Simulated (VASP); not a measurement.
# C (Pm-3m) in VASP: further runs

Runs on C. Level: PBE. Tasks: single point.

Program: VASP 6.6.1. These are calculated values, not measurements. Logs are shortened: lines on timing, memory, paths and dates and some standing lists are left out, and cuts for length are marked.

**1. The cell of the first run**

The structure is cubic, space group Pm-3m (No. 221). The conventional cell has a = 1.788 Å, b = 1.788 Å, c = 1.788 Å, α = 90.00°, β = 90.00°, γ = 90.00°. Within 2.4 Å of C (site symmetry m-3m) lie 6 C at 1.79 Å.

**2. Single point, PBE**

INCAR reads:

```
SYSTEM = C
PREC     = Accurate       ! precision mode
ENCUT    = 520            ! plane-wave cutoff, eV
EDIFF    = 1E-6           ! SCF threshold, eV
ISMEAR   = -1             ! smearing method
SIGMA    = 0.06122561905347299 ! smearing width, eV
LREAL    = .False.        ! projectors in reciprocal space
LASPH    = .True.         ! aspherical terms in the spheres
NELM     = 80             ! most SCF steps
ALGO     = Normal         ! electronic algorithm
ISIF     = 2              ! what is computed and relaxed
LWAVE    = .False.        ! write WAVECAR
LCHARG   = .False.        ! write CHGCAR
GGA      = PE             ! functional
NBANDS   = 8              ! bands
```

KPOINTS reads:

```
regular mesh
0
Gamma
  31 31 31
  0 0 0
```

POSCAR reads:

```
C
1.0
    1.7883312475      0.0000000000      0.0000000000
    0.0000000000      1.7883312475      0.0000000000
    0.0000000000      0.0000000000      1.7883312475
C
1
Direct
    0.0000000000      0.0000000000      0.0000000000
```

Potentials or basis: VASP PAW PBE potentials, release 64 (C).

Run with:

```bash
$ cat potpaw_PBE.64/C/POTCAR > POTCAR
$ mpirun -np 1 vasp_std > vasp.out
```

OUTCAR:

```text
SYSTEM = C
   PREC = Accurate
   ENCUT = 520
   EDIFF = 1E-6
   ISMEAR = -1
   LREAL = .False.
   LASPH = .True.
   NELM = 80
   ISIF = 2
   GGA = PE

 ion  position               nearest neighbor table
   1  0.000  0.000  0.000-

  LATTYP: Found a simple cubic cell.
 ALAT       =     1.7883312475

  Lattice vectors:

 A1 = (   1.7883312475,   0.0000000000,   0.0000000000)
 A2 = (   0.0000000000,   1.7883312475,   0.0000000000)
 A3 = (   0.0000000000,   0.0000000000,   1.7883312475)

Analysis of symmetry for initial positions (statically):
=====================================================================
 Subroutine PRICEL returns:
 Original cell was already a primitive cell.

 Routine SETGRP: Setting up the symmetry group for a
 simple cubic supercell.

 Subroutine GETGRP returns: Found 48 space group operations
 (whereof 48 operations were pure point group operations)
 out of a pool of 48 trial point group operations.

The static configuration has the point symmetry O_h .

Analysis of symmetry for dynamics (positions and initial velocities):
=====================================================================
 Subroutine PRICEL returns:
 Original cell was already a primitive cell.

 Routine SETGRP: Setting up the symmetry group for a
 simple cubic supercell.

 Subroutine GETGRP returns: Found 48 space group operations
 (whereof 48 operations were pure point group operations)
 out of a pool of 48 trial point group operations.

The dynamic configuration has the point symmetry O_h .

 Subroutine INISYM returns: Found 48 space group operations
 (whereof 48 operations are pure point group operations),
 and found     1 'primitive' translations

----------------------------------------------------------------------------------------

                                     Primitive cell

  volume of cell :       5.7193

  direct lattice vectors                    reciprocal lattice vectors
     1.788331247  0.000000000  0.000000000     0.559180522  0.000000000  0.000000000
     0.000000000  1.788331247  0.000000000     0.000000000  0.559180522  0.000000000
     0.000000000  0.000000000  1.788331247     0.000000000  0.000000000  0.559180522

  length of vectors
     1.788331247  1.788331247  1.788331247     0.559180522  0.559180522  0.559180522

  position of ions in fractional coordinates (direct lattice)
     0.000000000  0.000000000  0.000000000

  ion indices of the primitive-cell ions
   primitive index   ion index
                 1           1

----------------------------------------------------------------------------------------

 KPOINTS: regular mesh

Automatic generation of k-mesh.
 Grid dimensions read from file:
 generate k-points for:   31   31   31

 Generating k-lattice:

  Cartesian coordinates                     Fractional coordinates (reciprocal lattice)
     0.018038081  0.000000000  0.000000000     0.032258065  0.000000000  0.000000000
     0.000000000  0.018038081  0.000000000     0.000000000  0.032258065  0.000000000
     0.000000000  0.000000000  0.018038081     0.000000000  0.000000000  0.032258065

  Length of vectors
     0.018038081  0.018038081  0.018038081

  Shift w.r.t. Gamma in fractional coordinates (k-lattice)
     0.000000000  0.000000000  0.000000000

 Subroutine IBZKPT returns following result:
 ===========================================

 Found    816 irreducible k-points:

 Following reciprocal coordinates:
            Coordinates               Weight
  0.000000  0.000000  0.000000      1.000000
  0.032258  0.000000  0.000000      6.000000
  0.064516  0.000000  0.000000      6.000000
  0.096774  0.000000  0.000000      6.000000
  0.129032  0.000000  0.000000      6.000000
  0.161290  0.000000  0.000000      6.000000
[... 16 lines left out ...]
  0.225806  0.032258  0.000000     24.000000
  0.258065  0.032258  0.000000     24.000000
 [... further k-points ...]
   k-points           NKPTS =    816   k-points in BZ     NKDIM =    816   number of bands    NBANDS=      8
   number of dos      NEDOS =    301   number of ions     NIONS =      1
   total plane-waves  NPLWV =   2744
   dimension x,y,z NGX =    14 NGY =   14 NGZ =   14
   dimension x,y,z NGXF=    28 NGYF=   28 NGZF=   28
   ions per type =               1
   NGX,Y,Z   is equivalent  to a cutoff of  13.01, 13.01, 13.01 a.u.
   NGXF,Y,Z  is equivalent  to a cutoff of  26.03, 26.03, 26.03 a.u.
 SYSTEM =  C
   PREC   = accura    normal or accurate (medium, high low for compatibility)
   ISTART =      0    job   : 0-new  1-cont  2-samecut
   ICHARG =      2    charge: 1-file 2-atom 10-const
   ISPIN  =      1    spin polarized calculation?
   LNONCOLLINEAR =      F non collinear calculations
   LSORBIT =      F    spin-orbit coupling
   LASPH  =      T    aspherical Exc in radial PAW
   ENCUT  =  520.0 eV  38.22 Ry    6.18 a.u.   3.33  3.33  3.33*2*pi/ulx,y,z
   NELM   =     80;   NELMIN=  2; NELMDL= -5     # of ELM steps
   EDIFF  = 0.1E-05   stopping-criterion for ELM
   LREAL  =      F    real-space projection
   EDIFFG = 0.1E-04   stopping-criterion for IOM
   NSW    =      0    number of steps for IOM
   IBRION =     -1    ionic relax: 0-MD 1-quasi-New 2-CG
   NFREE  =      0    steps in history (QN), initial steepest desc. (CG)
   ISIF   =      2    stress and relaxation
   ISYM   =      2    0-nonsym 1-usesym 2-fastsym
   POTIM  = 0.5000    time-step for ionic-motion
   TEBEG  =    0.0;   TEEND  =   0.0 temperature during run
   PSTRESS=    0.0 pullay stress
   NELECT =       4.0000    total number of electrons
   NUPDOWN=      -1.0000    fix difference up-down
   EMIN   =  10.00;   EMAX   =-10.00  energy-range for DOS
   EFERMI =   0.00;   METHOD = LEGACY
   ISMEAR =    -1;   SIGMA  =   0.06  broadening in eV -4-tet -1-fermi 0-gaus
   EFERMI_NEDOS =   21; number of points for ismear=-14 and -15
   IALGO  =     38    algorithm
   IMIX   =      4    mixing-type and parameters
     AMIX     =   0.40;   BMIX     =  1.00
     AMIX_MAG =   1.60;   BMIX_MAG =  1.00
  volume/ion in A,a.u.               =       5.72        38.60
  Fermi-wavevector in a.u.,A,eV,Ry     =   1.453160  2.746075 28.731081  2.111675
  Thomas-Fermi vector in A             =   2.570459
   LORBIT       =      0    0 simple, 1 ext, 2 COOP (PROOUT), +10 PAW based schemes
   GGA     = PE    functional components
[... 5 lines left out ...]
 non-spin polarized calculation
  energy-cutoff  :      520.00
  volume of cell :        5.72
 maximum number of plane-waves:       171
 NGX is ok and might be reduce to    14
   NGX =  7   NGY =  7   NGZ =  7

 number of electron       4.0000000 magnetization

 Free energy of the ion-electron system (eV)
  ---------------------------------------------------
  ext. energy  EPLUGINS =         0.00000000
  ---------------------------------------------------
  free energy    TOTEN  =        -6.46962740 eV

  energy without entropy =       -6.46675827  energy(sigma->0) =       -6.46819283

 E-fermi :  10.4284     XC(G=0): -13.7009

 val. band max:       10.4133024639   @ k =   0.4516   0.3871   0.1290
 cond. band min:      10.4483791728   @ k =   0.3871   0.3871   0.0000
 fundamental gap:      0.0350767088
 Fermi energy:        10.4284257780

 k-point     1 :       0.0000    0.0000    0.0000
  band No.  band energies     occupation
      1     -11.2747      2.00000
      2      19.6001      0.00000
      3      19.6001      0.00000
      4      19.6001      0.00000
      5      35.7235      0.00000
      6      35.7235      0.00000
      7      40.9447      0.00000
      8      65.5776      0.00000

 k-point     2 :       0.0323    0.0000    0.0000
  band No.  band energies     occupation
      1     -11.2344      2.00000
      2      19.2963      0.00000
      3      19.6287      0.00000
      4      19.6287      0.00000
      5      35.7686      0.00000
      6      36.0540      0.00000
      7      40.9443      0.00000
      8      65.3409      0.00000

 k-point     3 :       0.0645    0.0000    0.0000
  band No.  band energies     occupation
      1     -11.1139      2.00000
      2      18.4511      0.00000
      3      19.7082      0.00000
      4      19.7082      0.00000
      5      35.9036      0.00000
      6      36.9642      0.00000
      7      40.9497      0.00000
      8      64.6037      0.00000

 k-point     4 :       0.0968    0.0000    0.0000
  band No.  band energies     occupation
      1     -10.9131      2.00000
      2      17.2214      0.00000
      3      19.8390      0.00000
      4      19.8390      0.00000
      5      36.1281      0.00000
      6      38.2533      0.00000
      7      40.9957      0.00000
      8      63.4727      0.00000

 k-point     5 :       0.1290    0.0000    0.0000
  band No.  band energies     occupation
      1     -10.6321      2.00000
      2      15.7554      0.00000
      3      20.0182      0.00000
      4      20.0182      0.00000
      5      36.4410      0.00000
      6      39.5703      0.00000
      7      41.2660      0.00000
      8      62.0688      0.00000

 k-point     6 :       0.1613    0.0000    0.0000
  band No.  band energies     occupation
      1     -10.2712      2.00000
      2      14.1599      0.00000
      3      20.2416      0.00000
      4      20.2416      0.00000
      5      36.8408      0.00000
      6      40.2100      0.00000
      7      42.3301      0.00000
      8      60.5126      0.00000

 k-point     7 :       0.1935    0.0000    0.0000
  band No.  band energies     occupation
      1      -9.8305      2.00000
      2      12.5041      0.00000
      3      20.5034      0.00000
      4      20.5034      0.00000
      5      37.3251      0.00000
      6      40.3051      0.00000
      7      43.9550      0.00000
      8      58.9016      0.00000
[... 133 lines left out ...]
 k-point    20 :       0.1290    0.0323    0.0000
  band No.  band energies     occupation
      1     -10.5921      2.00000
      2      15.7661      0.00000
      3      19.7561      0.00000
      4      20.0446      0.00000
      5      36.6880      0.00000
      6      39.6683      0.00000
      7      41.2403      0.00000
      8      61.7716      0.00000

 k-point    21 :       0.1613    0.0323    0.0000
  band No.  band energies     occupation
      1     -10.2312      2.00000
      2      14.1763      0.00000
      3      19.9831      0.00000
      4      20.2677      0.00000
      5      37.0843      0.00000
      6      40.2378      0.00000
      7      42.3523      0.00000
      8      60.2104      0.00000

 k-point    22 :       0.1935    0.0323    0.0000
  band No.  band energies     occupation
      1      -9.7907      2.00000
      2      12.5248      0.00000
      3      20.2499      0.00000
      4      20.5292      0.00000
      5      37.5633      0.00000
      6      40.2858      0.00000
      7      43.9935      0.00000
      8      58.6002      0.00000

 k-point    23 :       0.2258    0.0323    0.0000
  band No.  band energies     occupation
      1      -9.2708      2.00000
      2      10.8555      0.00187
      3      20.5486      0.00000
      4      20.8213      0.00000
      5      38.1221      0.00000
      6      40.2133      0.00000
      7      45.6576      0.00000
      8      57.0080      0.00000

 k-point    24 :       0.2581    0.0323    0.0000
  band No.  band energies     occupation
      1      -8.6718      2.00000
      2       9.1973      2.00000
      3      20.8706      0.00000
      4      21.1356      0.00000
      5      38.7555      0.00000
      6      40.1006      0.00000
      7      47.1932      0.00000
      8      55.4854      0.00000

 [... further k-points ...]

------------------------ aborting loop because EDIFF is reached ----------------------------------------

  FORCE on cell =-STRESS in cart. coord.  units (eV):
  Direction    XX          YY          ZZ          XY          YZ          ZX
  --------------------------------------------------------------------------------------
  -------------------------------------------------------------------------------------
  Total       -0.2478515     -0.2478515     -0.2478515     -0.0000000     -0.0000000      0.0000000
  in kB      -69.4317705    -69.4317705    -69.4317705     -0.0000000     -0.0000000      0.0000000
  external PRESSURE =     -69.4317705 kB  Pullay stress =       0.0000000 kB

 VOLUME and BASIS-vectors are now :
 -----------------------------------------------------------------------------
  energy-cutoff  :      520.00
  volume of cell :        5.72
      direct lattice vectors                 reciprocal lattice vectors
     1.788331247  0.000000000  0.000000000     0.559180522  0.000000000  0.000000000
     0.000000000  1.788331247  0.000000000     0.000000000  0.559180522  0.000000000
     0.000000000  0.000000000  1.788331247     0.000000000  0.000000000  0.559180522

 POSITION                                       TOTAL-FORCE (eV/Angst)
 -----------------------------------------------------------------------------------
      0.00000      0.00000      0.00000         0.000000      0.000000      0.000000
 -----------------------------------------------------------------------------------
    total drift:                               -0.000000     -0.000000     -0.000000

  FREE ENERGIE OF THE ION-ELECTRON SYSTEM (eV)
  ---------------------------------------------------
  free  energy   TOTEN  =        -6.4696274011 eV

  energy  without entropy=       -6.4667582680  energy(sigma->0) =       -6.46819283
```

It took 25 s on 1 thread of Intel Xeon 8259CL, shared host; peak memory 0.13 GiB.

What came out:

```yaml
Free_energy: -6.4696 eV
Pressure: -6.9 GPa
Band_gap_on_the_k_mesh: zero (bands 2 and 3 overlap by 11.88 eV)
```

Caveat: the cell stands under tension.

(Part 1 of 2 ends here.)
